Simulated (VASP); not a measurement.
A run of VASP 6.6.1 is set up as follows.

INCAR

```
PREC = Accurate
ENCUT = 520
EDIFF = 1E-7
ISMEAR = 0
SIGMA = 0.15
LREAL = False
LASPH = True
NELM = 80
ALGO = Fast
ISIF = 2
LWAVE = False
LCHARG = True
GGA = PE
LELF = True
LVHAR = True
NBANDS = 54
```

File KPOINTS:

```
Automatic mesh
0
Gamma
  25 25 5
```

POSCAR

```
Rh
1.0
    1.9149654119     -1.9149654119      0.0000000000
    1.9149654119      0.0000000000     -1.9149654119
    7.9485367823      7.9485367823      7.9485367823
Rh
6
Direct
    0.6666666667      0.6666666667      0.0802907701
    0.0000000000      0.0000000000      0.8833590850
    0.3333333333      0.3333333333      0.2409044331
    0.6666666667      0.6666666667      0.5621317591
    0.0000000000      0.0000000000      0.4015180961
    0.3333333333      0.3333333333      0.7227454221
```

Potentials or basis: VASP PAW PBE potentials, release 64 (Rh_pv).

Launch:

```sh
$ cat potpaw_PBE.64/Rh_pv/POTCAR > POTCAR
$ mpirun -np 1 vasp_std > vasp.out
```

(1) What does it give for the band gap on the k mesh?

(2) Estimate the pressure.

Results:

(1) zero (bands 45 and 46 overlap by 1.85 eV).

(2) -4.6 GPa.

Caveat: the cell differs from its parent crystal (the distance across one plane changed); the cell stands under tension.
